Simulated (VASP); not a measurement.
# Be8H (P-6m2) in VASP: notebook, part 2 of 2

VASP 6.6.1.

## 3. Relaxation of cell and atoms, PBE

This run uses another cell than the first one, of 7.57 Å³/atom.

The input, INCAR:

```
PREC     = Accurate       # precision mode
ENCUT    = 600            # plane-wave cutoff, eV
EDIFF    = 1E-6           # SCF threshold, eV
ISMEAR   = 0              # smearing method
SIGMA    = 0.1            # smearing width, eV
LREAL    = False          # projectors in reciprocal space
LASPH    = True           # aspherical terms in the spheres
NELM     = 100            # most SCF steps
ALGO     = Normal         # electronic algorithm
ISIF     = 3              # what is computed and relaxed
LWAVE    = False          # write WAVECAR
LCHARG   = False          # write CHGCAR
GGA      = PE             # functional
IBRION   = 2              # ionic algorithm
NSW      = 90             # ionic steps
EDIFFG   = -0.025         # ionic threshold
```

The input, KPOINTS:

```
regular mesh
0
Gamma
  6 6 8
```

The input, POSCAR:

```
Be8H
1.0
    4.6711350825      0.0000000000      0.0000000000
   -2.3355675413      4.0453216460      0.0000000000
    0.0000000000      0.0000000000      3.6076303502
Be H
8 1
Direct
    0.1518487299      0.3481512701      0.2500000000
    0.1518487299      0.8036974597      0.2500000000
    0.6963025403      0.3481512701      0.2500000000
    0.6666666667      0.8333333333      0.2500000000
    0.3333333333      0.1666666667      0.7500000000
    0.3350146354      0.6675073177      0.7500000000
    0.8324926823      0.1649853646      0.7500000000
    0.8324926823      0.6675073177      0.7500000000
    0.3333333333      0.1666666667      0.2500000000
```

Potentials or basis: VASP PAW PBE potentials, release 64 (Be, H).

Command:

```
> cat potpaw_PBE.64/Be/POTCAR potpaw_PBE.64/H/POTCAR > POTCAR
> mpirun -np 1 vasp_std > vasp.out
```

OUTCAR:

```text
PREC = Accurate
   ENCUT = 600
   EDIFF = 1E-6
   ISMEAR = 0
   LREAL = False
   LASPH = True
   NELM = 100
   ISIF = 3
   GGA = PE
   IBRION = 2
   NSW = 90
   EDIFFG = -0.025

 ion  position               nearest neighbor table
   1  0.152  0.348  0.250-   9 1.47   3 2.13   2 2.13   7 2.22   7 2.22   6 2.22   6 2.22   5 2.33
                             5 2.33   4 2.34   4 2.34
   2  0.152  0.804  0.250-   9 1.47   3 2.13   1 2.13   6 2.22   6 2.22   8 2.22   8 2.22   5 2.33
                             5 2.33   4 2.34   4 2.34
   3  0.696  0.348  0.250-   9 1.47   1 2.13   2 2.13   7 2.22   7 2.22   8 2.22   8 2.22   5 2.33
                             5 2.33   4 2.34   4 2.34
   4  0.667  0.833  0.250-   8 2.25   8 2.25   6 2.25   6 2.25   7 2.25   7 2.25   2 2.34   2 2.34
                             1 2.34   1 2.34   3 2.34   3 2.34
   5  0.333  0.167  0.750-   1 2.33   1 2.33   3 2.33   3 2.33   2 2.33   2 2.33   7 2.34   6 2.34
                             8 2.34   8 2.34   7 2.34   6 2.34
   6  0.335  0.668  0.750-   2 2.22   2 2.22   1 2.22   1 2.22   4 2.25   4 2.25   8 2.32   7 2.32
                             5 2.34   5 2.34   8 2.35   7 2.35
   7  0.832  0.165  0.750-   3 2.22   3 2.22   1 2.22   1 2.22   4 2.25   4 2.25   6 2.32   8 2.32
                             5 2.34   5 2.34   6 2.35   8 2.35
   8  0.832  0.668  0.750-   2 2.22   2 2.22   3 2.22   3 2.22   4 2.25   4 2.25   6 2.32   7 2.32
                             5 2.34   5 2.34   6 2.35   7 2.35
   9  0.333  0.167  0.250-   1 1.47   3 1.47   2 1.47

  LATTYP: Found a hexagonal cell.
 ALAT       =     4.6711350825
 C/A-ratio  =     0.7723241325

  Lattice vectors:

 A1 = (   4.6711350825,   0.0000000000,   0.0000000000)
 A2 = (  -2.3355675413,   4.0453216460,   0.0000000000)
 A3 = (   0.0000000000,   0.0000000000,   3.6076303502)

Analysis of symmetry for initial positions (statically):
=====================================================================
 Subroutine PRICEL returns:
 Original cell was already a primitive cell.

 Routine SETGRP: Setting up the symmetry group for a
 hexagonal supercell.

 Subroutine GETGRP returns: Found 12 space group operations
 (whereof  2 operations were pure point group operations)
 out of a pool of 24 trial point group operations.
[... 172 lines left out ...]

 number of electron      16.9999999 magnetization

 Free energy of the ion-electron system (eV)
  ---------------------------------------------------
  ext. energy  EPLUGINS =         0.00000000
  ---------------------------------------------------
  free energy    TOTEN  =       -31.71270427 eV

  energy without entropy =      -31.70422157  energy(sigma->0) =      -31.70846292

------------------------ aborting loop because EDIFF is reached ----------------------------------------

  FORCE on cell =-STRESS in cart. coord.  units (eV):
  Direction    XX          YY          ZZ          XY          YZ          ZX
  --------------------------------------------------------------------------------------
  -------------------------------------------------------------------------------------
  Total        0.2545565      0.2545565     -0.4066939     -0.0000000     -0.0000000      0.0000000
  in kB        5.9826993      5.9826993     -9.5583008     -0.0000000     -0.0000000      0.0000000
  external PRESSURE =       0.8023659 kB  Pullay stress =       0.0000000 kB
[... 73 lines left out ...]
--------------------------------------- Ionic step        3  -------------------------------------------

 number of electron      16.9999999 magnetization

 Free energy of the ion-electron system (eV)
  ---------------------------------------------------
  ext. energy  EPLUGINS =         0.00000000
  ---------------------------------------------------
  free energy    TOTEN  =       -31.71589656 eV

  energy without entropy =      -31.70815747  energy(sigma->0) =      -31.71202701

 E-fermi :   7.2261     XC(G=0): -10.4942

 val. band max:        7.2125154919   @ k =   0.1667   0.0000   0.0000
 cond. band min:       7.2530611888   @ k =   0.5000  -0.0000   0.1250
 fundamental gap:      0.0405456969
 Fermi energy:         7.2260573548

 k-point     1 :       0.0000    0.0000    0.0000
  band No.  band energies     occupation
      1      -5.3778      2.00000
      2      -0.7602      2.00000
      3       1.7110      2.00000
      4       1.7110      2.00000
      5       2.3418      2.00000
      6       2.5235      2.00000
      7       3.2228      2.00000
      8       3.2228      2.00000
      9       7.1473      1.73493
     10       9.9040      0.00000
     11       9.9280      0.00000
     12       9.9280      0.00000
     13      12.1846      0.00000
[... 354 lines left out ...]
  band No.  band energies     occupation
      1      -3.9758      2.00000
      2      -1.4187      2.00000
      3      -0.2365      2.00000
      4       0.9089      2.00000
      5       1.9289      2.00000
      6       2.0055      2.00000
      7       3.3285      2.00000
      8       3.8144      2.00000
      9       7.7358      0.00000
     10       8.2730      0.00000
     11       9.6812      0.00000
     12       9.8762      0.00000
     13      10.1053      0.00000

 [... further k-points ...]
[... 5 lines left out ...]
  --------------------------------------------------------------------------------------
  -------------------------------------------------------------------------------------
  Total       -0.0628523     -0.0628523     -0.2048903      0.0000000      0.0000000     -0.0000000
  in kB       -1.4742748     -1.4742748     -4.8059416      0.0000000      0.0000000     -0.0000000
  external PRESSURE =      -2.5848304 kB  Pullay stress =       0.0000000 kB
[... 24 lines left out ...]
  FREE ENERGIE OF THE ION-ELECTRON SYSTEM (eV)
  ---------------------------------------------------
  free  energy   TOTEN  =       -31.7158965592 eV

  energy  without entropy=      -31.7081574653  energy(sigma->0) =      -31.71202701

 reached required accuracy - stopping structural energy minimisation
```

OSZICAR:

```text
N       E                     dE             d eps       ncg     rms          rms(c)
DAV:   1     0.183220792399E+02    0.18322E+02   -0.68705E+03   910   0.119E+03
DAV:   2    -0.297876550966E+02   -0.48110E+02   -0.44812E+02  1221   0.191E+02
DAV:   3    -0.320907569054E+02   -0.23031E+01   -0.21873E+01  1193   0.369E+01
DAV:   4    -0.321224394261E+02   -0.31683E-01   -0.31571E-01  1135   0.487E+00
[... 16 lines left out ...]
DAV:   1    -0.317160256909E+02   -0.19343E-02   -0.71044E-02  1080   0.182E+00    0.121E-01
DAV:   2    -0.317159682118E+02    0.57479E-04   -0.13007E-03  1161   0.317E-01    0.752E-02
DAV:   3    -0.317159005764E+02    0.67635E-04   -0.12590E-04  1120   0.832E-02    0.122E-02
DAV:   4    -0.317158968673E+02    0.37091E-05   -0.23202E-05  1143   0.362E-02    0.401E-03
DAV:   5    -0.317158965592E+02    0.30817E-06   -0.14390E-06   849   0.880E-03
   3 F= -.31715897E+02 E0= -.31712027E+02  d E =-.319229E-02
```

It took 46 s on 1 thread of Intel Xeon Platinum 8488C (Sapphire Rapids), shared host; peak memory 0.22 GiB.

What came out:

* Free energy: -31.7159 eV
* Relaxed volume: 7.59 Å³/atom
* Relaxed cell: a = 4.695 Å, b = 4.695 Å, c = 3.579 Å, α = 90.00°, β = 90.00°, γ = 120.00°
* Space group after relaxing (to 0.1 Å): P-6m2 (No. 187)
* Energy gained by relaxing: 0.4 meV/atom
* Ionic steps: 3
* Pressure after relaxing: -0.3 GPa
* Largest force after relaxing: 0.019 eV/Å
* Band gap on the k mesh: zero (an odd number of electrons rules out a gap without spin polarisation)

Forces on the atoms (eV/Å):
```
Be  -0.013  0.008  0.000
Be   0.000 -0.015  0.000
Be   0.013  0.008  0.000
Be   0.000  0.000  0.000
Be   0.000  0.000  0.000
Be   0.017  0.010  0.000
Be   0.000 -0.019  0.000
Be  -0.017  0.010  0.000
H    0.000  0.000  0.000
```

Stress tensor (GPa, compression positive):
```
-0.15  0.00  0.00
 0.00 -0.15  0.00
 0.00  0.00 -0.48
```

Step by step:
```
step  energy change (eV)  largest force (eV/Å)  pressure (GPa)  volume (Å³)
   1              0.0000                0.0113            0.08        68.17
   2             -0.0014                0.0111           -0.01        68.21
   3             -0.0032                0.0191           -0.26        68.31
```

Final structure:
```xyz
9
Lattice="4.6947 0.0000 0.0000 -2.3473 4.0657 0.0000 0.0000 0.0000 3.5786" Properties=species:S:1:pos:R:3 pbc="T T T"
Be   -0.1061    1.4165    0.8946
Be   -1.1737    3.2656    0.8946
Be    2.4535    1.4165    0.8946
Be    1.1737    3.3881    0.8946
Be    1.1737    0.6776    2.6839
Be    0.0051    2.7134    2.6839
Be    3.5210    0.6718    2.6839
Be    2.3423    2.7134    2.6839
H     1.1737    0.6776    0.8946
```
